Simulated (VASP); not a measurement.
# Zn15Se16 (a cell with a defect) in VASP: notebook

Zn15Se16 (a cell with a defect) is run at these levels: PBEsol; tasks: single point.

All numbers are computed with VASP 6.6.1; they aren't measurements. Logs are shortened: lines on timing, memory, paths and dates and some standing lists are left out, and cuts for length are marked.

## Step 1: The cell of the first run

The cell holds a defect, 31 atoms: a = 9.757 Å, b = 9.757 Å, c = 9.757 Å, α = 109.47°, β = 109.47°, γ = 109.47°.

## Step 2: Single point, PBEsol

Input file INCAR:

```
SYSTEM = Zn15Se16
  PREC = Accurate
  ENCUT = 520
  EDIFF = 1E-7
  ISMEAR = 0
  SIGMA = 0.02
  LREAL = Auto
  LASPH = .TRUE.
  NELM = 60
  ALGO = Normal
  ISIF = 2
  LWAVE = .FALSE.
  LCHARG = .FALSE.
  GGA = PS
  NELECT = 278.0
  NBANDS = 159
```

Input file KPOINTS:

```
Automatic mesh
0
Gamma
  2 2 2
  0.5 0.5 0.5
```

Input file POSCAR:

```
Zn15Se16
1.0
   -5.6332473954      5.6332473954     -5.6332473954
    5.6332473954      5.6332473954      5.6332473954
    5.6332473954     -5.6332473954     -5.6332473954
Zn Se
15 16
Direct
    0.1948050428      0.2744849270      0.4999999649
    0.5123782602      0.2471450129      0.2589619091
    0.7618337521      0.7529648890      0.4999999649
    0.2596571564      0.5043721322      0.2540783139
    0.5009203931      0.0106075583      0.4999999649
    0.0039480780      0.7547572832      0.2639415413
    0.7488835842      0.2518225103      0.0138057136
    0.5027229059      0.4976037449     -0.0033432759
    0.7376042997     -0.0013401684      0.2419101993
   -0.0043058645      0.2567496860      0.7580898193
    0.2350779057      0.7380167616     -0.0138057136
    0.0060662168      0.0009469671      0.0033433646
    0.7534164048      0.4881832462      0.7410381095
    0.5055788962      0.7502937832      0.7459217047
    0.2400065016     -0.0091843117      0.7360584773
    0.2438215302      0.2500304711      0.7494589184
   -0.0019494084      0.4934398944      0.7322645732
    0.4830039956      0.2532633311      0.5000000537
    0.7571461363      0.7493992725      0.7513493910
    0.2425118061      0.5258891172      0.4999999649
    0.5033996913      0.0052525653      0.7516346616
    0.0003750057      0.7338635621      0.4999999649
    0.7657859130      0.2611752861      0.2677353566
    0.5057967989      0.4980499352      0.2486507163
    0.7486535215     -0.0000694093      0.4999999649
    0.0009792753      0.2512072346      0.0072054354
    0.2517650833      0.7536179759      0.2483653569
   -0.0056375120      0.0005715176      0.2505411002
    0.7555723549      0.5026901539      0.0008304269
    0.4937738936      0.7440018529     -0.0072054354
    0.2547418743      0.0018596733     -0.0008304269
```

Potentials or basis: VASP PAW PBE potentials, release 64 (Zn, Se).

On the command line:

```
cat potpaw_PBE.64/Zn/POTCAR potpaw_PBE.64/Se/POTCAR > POTCAR
mpirun -np 1 vasp_std > vasp.out
```

OUTCAR:

```text
SYSTEM = Zn15Se16
   PREC = Accurate
   ENCUT = 520
   EDIFF = 1E-7
   ISMEAR = 0
   LREAL = Auto
   LASPH = .TRUE.
   NELM = 60
   ISIF = 2
   GGA = PS
   NELECT = 278.0

 ion  position               nearest neighbor table
   1  0.195  0.274  0.500-  20 2.34  28 2.43  16 2.43  18 2.89
   2  0.512  0.247  0.259-  23 2.40  18 2.45  31 2.48  24 2.50
   3  0.762  0.753  0.500-  22 2.40  25 2.46  24 2.48  19 2.48
   4  0.260  0.504  0.254-  20 2.41  24 2.44  26 2.47  27 2.48
   5  0.501  0.011  0.500-  18 2.43  25 2.45  27 2.47  21 2.47
   6  0.004  0.755  0.264-  22 2.39  28 2.48  27 2.48  29 2.49
[... 8 lines left out ...]
  15  0.240  0.991  0.736-  22 2.39  16 2.48  21 2.48  31 2.49
  16  0.244  0.250  0.749-   1 2.43   8 2.45  10 2.47  15 2.48
  17  0.998  0.493  0.732-  11 2.40  10 2.40  13 2.40
  18  0.483  0.253  0.500-   5 2.43  13 2.45   2 2.45   1 2.89
  19  0.757  0.749  0.751-  14 2.44  12 2.45   3 2.48  13 2.50
  20  0.243  0.526  0.500-   1 2.34   4 2.41  14 2.41
  21  0.503  0.005  0.752-   7 2.46   5 2.47  15 2.48  14 2.48
  22  0.000  0.734  0.500-   6 2.39  15 2.39   3 2.40
  23  0.766  0.261  0.268-   7 2.40   9 2.40   2 2.40
  24  0.506  0.498  0.249-   4 2.44   8 2.45   3 2.48   2 2.50
  25  0.749  1.000  0.500-   5 2.45   3 2.46   9 2.48  10 2.48
  26  0.001  0.251  0.007-  10 2.43  12 2.45   4 2.47   7 2.48
  27  0.252  0.754  0.248-  11 2.46   5 2.47   6 2.48   4 2.48
  28  0.994  0.001  0.251-   1 2.43  12 2.45   9 2.47   6 2.48
  29  0.756  0.503  0.001-   8 2.44   7 2.47  13 2.48   6 2.49
  30  0.494  0.744  0.993-   9 2.43   8 2.45  14 2.47  11 2.48
  31  0.255  0.002  0.999-  12 2.44  11 2.47   2 2.48  15 2.49

  LATTYP: Found a body centered cubic cell.
 ALAT       =    11.2664947908

  Lattice vectors:

 A1 = (  -5.6332473954,   5.6332473954,  -5.6332473954)
 A2 = (   5.6332473954,   5.6332473954,   5.6332473954)
 A3 = (   5.6332473954,  -5.6332473954,  -5.6332473954)

Analysis of symmetry for initial positions (statically):
=====================================================================
 Subroutine PRICEL returns:
 Original cell was already a primitive cell.

 Routine SETGRP: Setting up the symmetry group for a
 body centered cubic supercell.

 Subroutine GETGRP returns: Found  2 space group operations
 (whereof  1 operations were pure point group operations)
 out of a pool of 48 trial point group operations.

The static configuration has the point symmetry C_1 .
 The point group associated with its full space group is C_1h.

Analysis of symmetry for dynamics (positions and initial velocities):
=====================================================================
 Subroutine PRICEL returns:
 Original cell was already a primitive cell.

 Routine SETGRP: Setting up the symmetry group for a
 body centered cubic supercell.

 Subroutine GETGRP returns: Found  2 space group operations
 (whereof  1 operations were pure point group operations)
 out of a pool of 48 trial point group operations.

The dynamic configuration has the point symmetry C_1 .
 The point group associated with its full space group is C_1h.

 Subroutine INISYM returns: Found  2 space group operations
 (whereof  1 operations are pure point group operations),
 and found     1 'primitive' translations

----------------------------------------------------------------------------------------

                                     Primitive cell

  volume of cell :     715.0501

  direct lattice vectors                    reciprocal lattice vectors
    -5.633247395  5.633247395 -5.633247395     0.000000000  0.088758750 -0.088758750
     5.633247395  5.633247395  5.633247395     0.088758750  0.088758750  0.000000000
     5.633247395 -5.633247395 -5.633247395     0.088758750  0.000000000 -0.088758750

  length of vectors
     9.757070700  9.757070700  9.757070700     0.125523829  0.125523829  0.125523829

  position of ions in fractional coordinates (direct lattice)
     0.194805043  0.274484927  0.499999965
     0.512378260  0.247145013  0.258961909
     0.761833752  0.752964889  0.499999965
     0.259657156  0.504372132  0.254078314
     0.500920393  0.010607558  0.499999965
     0.003948078  0.754757283  0.263941541
[... 23 lines left out ...]
     0.493773894  0.744001853  0.992794565
     0.254741874  0.001859673  0.999169573

  ion indices of the primitive-cell ions
   primitive index   ion index
                 1           1
                 2           2
                 3           3
                 4           4
                 5           5
                 6           6
[... 23 lines left out ...]
                30          30
                31          31

----------------------------------------------------------------------------------------

 KPOINTS: Automatic mesh

Automatic generation of k-mesh.
 Grid dimensions read from file:
 generate k-points for:    2    2    2

 Generating k-lattice:

  Cartesian coordinates                     Fractional coordinates (reciprocal lattice)
     0.000000000  0.044379375 -0.044379375     0.500000000  0.000000000  0.000000000
     0.044379375  0.044379375  0.000000000     0.000000000  0.500000000  0.000000000
     0.044379375  0.000000000 -0.044379375     0.000000000  0.000000000  0.500000000

  Length of vectors
     0.062761914  0.062761914  0.062761914

  Shift w.r.t. Gamma in fractional coordinates (k-lattice)
     0.500000000  0.500000000  0.500000000

 Subroutine IBZKPT returns following result:
 ===========================================

 Found      3 irreducible k-points:

 Following reciprocal coordinates:
            Coordinates               Weight
  0.250000  0.250000  0.250000      2.000000
 -0.250000  0.250000  0.250000      4.000000
  0.250000  0.250000 -0.250000      2.000000
   k-points           NKPTS =      3   k-points in BZ     NKDIM =      3   number of bands    NBANDS=    159
   number of dos      NEDOS =    301   number of ions     NIONS =     31
   total plane-waves  NPLWV = 512000
   dimension x,y,z NGX =    80 NGY =   80 NGZ =   80
   dimension x,y,z NGXF=   160 NGYF=  160 NGZF=  160
   ions per type =              15  16
   NGX,Y,Z   is equivalent  to a cutoff of  13.63, 13.63, 13.63 a.u.
   NGXF,Y,Z  is equivalent  to a cutoff of  27.26, 27.26, 27.26 a.u.
 SYSTEM =  Zn15Se16
   PREC   = accura    normal or accurate (medium, high low for compatibility)
   ISTART =      0    job   : 0-new  1-cont  2-samecut
   ICHARG =      2    charge: 1-file 2-atom 10-const
   ISPIN  =      1    spin polarized calculation?
   LNONCOLLINEAR =      F non collinear calculations
   LSORBIT =      F    spin-orbit coupling
   LASPH  =      T    aspherical Exc in radial PAW
   ENCUT  =  520.0 eV  38.22 Ry    6.18 a.u.  18.14 18.14 18.14*2*pi/ulx,y,z
   NELM   =     60;   NELMIN=  2; NELMDL= -5     # of ELM steps
   EDIFF  = 0.1E-06   stopping-criterion for ELM
   LREAL  =      T    real-space projection
   EDIFFG = 0.1E-05   stopping-criterion for IOM
   NSW    =      0    number of steps for IOM
   IBRION =     -1    ionic relax: 0-MD 1-quasi-New 2-CG
   NFREE  =      0    steps in history (QN), initial steepest desc. (CG)
   ISIF   =      2    stress and relaxation
   ISYM   =      2    0-nonsym 1-usesym 2-fastsym
   POTIM  = 0.5000    time-step for ionic-motion
   TEBEG  =    0.0;   TEEND  =   0.0 temperature during run
   PSTRESS=    0.0 pullay stress
   NELECT =     278.0000    total number of electrons
   NUPDOWN=      -1.0000    fix difference up-down
   EMIN   =  10.00;   EMAX   =-10.00  energy-range for DOS
   EFERMI =   0.00;   METHOD = LEGACY
   ISMEAR =     0;   SIGMA  =   0.02  broadening in eV -4-tet -1-fermi 0-gaus
   EFERMI_NEDOS =   21; number of points for ismear=-14 and -15
   IALGO  =     38    algorithm
   IMIX   =      4    mixing-type and parameters
     AMIX     =   0.40;   BMIX     =  1.00
     AMIX_MAG =   1.60;   BMIX_MAG =  1.00
  volume/ion in A,a.u.               =      23.07       155.66
  Fermi-wavevector in a.u.,A,eV,Ry     =   1.194843  2.257926 19.424363  1.427650
  Thomas-Fermi vector in A             =   2.330823
   LORBIT       =      0    0 simple, 1 ext, 2 COOP (PROOUT), +10 PAW based schemes
   GGA     = PS    functional components
   LHFCALC =     F    Hartree Fock is set to
   AEXX    =    0.0000 exact exchange contribution
   IVDW    =     0    specifies the selected vdW correction
   LEPSILON=     F    determine dielectric tensor
   LRPA    =     F    only Hartree local field effects (RPA)
 non-spin polarized calculation
 Gauss-broadening in eV      SIGMA  =   0.02
  energy-cutoff  :      520.00
  volume of cell :      715.05
 maximum number of plane-waves:     19368
 NGX is ok and might be reduce to    80
   NGX = 37   NGY = 37   NGZ = 37

 number of electron     278.0000007 magnetization

 Free energy of the ion-electron system (eV)
  ---------------------------------------------------
  ext. energy  EPLUGINS =         0.00000000
  ---------------------------------------------------
  free energy    TOTEN  =      -100.48257905 eV

  energy without entropy =     -100.48257905  energy(sigma->0) =     -100.48257905

 E-fermi :   1.4972     XC(G=0):  -9.5447

 val. band max:        1.4034869708   @ k =   0.2500   0.2500   0.2500
 cond. band min:       4.1065382062   @ k =   0.2500   0.2500   0.2500
 fundamental gap:      2.7030512354
 Fermi energy:         1.4972102731

 k-point     1 :       0.2500    0.2500    0.2500
  band No.  band energies     occupation
      1     -11.5550      2.00000
      2     -11.5377      2.00000
      3     -11.4719      2.00000
      4     -11.3371      2.00000
      5     -11.0598      2.00000
      6     -11.0253      2.00000
[... 143 lines left out ...]
    150       5.1319      0.00000
    151       5.1579      0.00000

 k-point     2 :      -0.2500    0.2500    0.2500
  band No.  band energies     occupation
      1     -11.7202      2.00000
      2     -11.3451      2.00000
      3     -11.3152      2.00000
      4     -11.2695      2.00000
      5     -11.2337      2.00000
      6     -11.0995      2.00000
[... 143 lines left out ...]
    150       5.5562      0.00000
    151       5.6052      0.00000

 k-point     3 :       0.2500    0.2500   -0.2500
  band No.  band energies     occupation
      1     -11.7177      2.00000
      2     -11.3790      2.00000
      3     -11.3053      2.00000
      4     -11.2795      2.00000
      5     -11.1692      2.00000
      6     -11.1021      2.00000
[... 143 lines left out ...]
    150       5.5825      0.00000
    151       5.6104      0.00000
 [bands above 151 left out]

------------------------ aborting loop because EDIFF is reached ----------------------------------------

  FORCE on cell =-STRESS in cart. coord.  units (eV):
  Direction    XX          YY          ZZ          XY          YZ          ZX
  --------------------------------------------------------------------------------------
  -------------------------------------------------------------------------------------
  Total       11.2691348     12.2952060     11.2691348      0.0107006      0.0107006     -0.3266655
  in kB       25.2501923     27.5492592     25.2501923      0.0239763      0.0239762     -0.7319431
  external PRESSURE =      26.0165479 kB  Pullay stress =       0.0000000 kB

 VOLUME and BASIS-vectors are now :
 -----------------------------------------------------------------------------
  energy-cutoff  :      520.00
  volume of cell :      715.05
      direct lattice vectors                 reciprocal lattice vectors
    -5.633247395  5.633247395 -5.633247395     0.000000000  0.088758750 -0.088758750
     5.633247395  5.633247395  5.633247395     0.088758750  0.088758750  0.000000000
     5.633247395 -5.633247395 -5.633247395     0.088758750  0.000000000 -0.088758750

 POSITION                                       TOTAL-FORCE (eV/Angst)
 -----------------------------------------------------------------------------------
      3.26548     -0.17300     -2.36777        -0.491523      0.328593     -0.491523
     -0.03533      2.81979     -2.95292         0.002922     -0.000341      0.051563
      2.76666      5.71661     -2.86658         0.021436     -0.002165      0.021436
      2.80983      2.87268     -0.05275         0.044955     -0.036153     -0.032074
      0.05457      0.06494     -5.57868         0.016252     -0.021503      0.016252
      5.71634      2.78713      2.74265        -0.017521      0.001961      0.007932
[... 23 lines left out ...]
      7.00225      1.38004     -4.18306         0.028196      0.007475     -0.000333
      4.20402     -4.18307     -7.05312         0.002714     -0.012923      0.008789
 -----------------------------------------------------------------------------------
    total drift:                               -0.004343      0.014728     -0.009307

  FREE ENERGIE OF THE ION-ELECTRON SYSTEM (eV)
  ---------------------------------------------------
  free  energy   TOTEN  =      -100.4825790502 eV

  energy  without entropy=     -100.4825790502  energy(sigma->0) =     -100.48257905
```

Wall time 27 min (1 thread of Intel Xeon 8259CL, shared host); peak memory 1.1 GiB.

What came out:

```yaml
Free_energy: -100.4826 eV
Largest_force: 0.769 eV/Å
```

Forces in eV/Å, atoms in the order of the input:
```
Zn  -0.492  0.329 -0.492
Zn   0.003  0.000  0.052
Zn   0.021 -0.002  0.021
Zn   0.045 -0.036 -0.032
Zn   0.016 -0.022  0.016
Zn  -0.018  0.002  0.008
Zn   0.001 -0.022  0.010
Zn   0.042  0.007 -0.003
Zn   0.049  0.028  0.025
Zn   0.025  0.028  0.049
Zn   0.010 -0.022  0.001
Zn  -0.003  0.007  0.042
Zn   0.052  0.000  0.003
Zn  -0.032 -0.036  0.045
Zn   0.008  0.002 -0.018
Se   0.036 -0.033 -0.055
Se   0.020  0.020  0.060
Se   0.045 -0.030  0.045
Se   0.006 -0.021  0.033
Se   0.053 -0.131  0.053
Se   0.002 -0.002  0.009
Se   0.003 -0.025  0.003
Se   0.060  0.020  0.020
Se   0.033 -0.021  0.006
Se   0.021  0.009  0.021
Se   0.000  0.007  0.028
Se   0.009 -0.002  0.002
Se  -0.055 -0.033  0.036
Se   0.009 -0.013  0.003
Se   0.028  0.007  0.000
Se   0.003 -0.013  0.009
```

Levels at points of the mesh, in eV from the Fermi level:
```
           k point  band 136  band 137  band 138  band 139  band 140  band 141  band 142  band 143
(0.25, 0.25, 0.25)     -0.47     -0.20     -0.13     -0.09      2.61      2.68      2.69      2.94
```

Caveat: the cell carries a net charge on a neutralising background, which shifts energy and pressure; the cell is charged against a uniform background, so pressure and absolute levels hang on convention; the PAW data sets were made with another functional, which shifts forces and pressure a little.

(Part 1 of 2 ends here.)
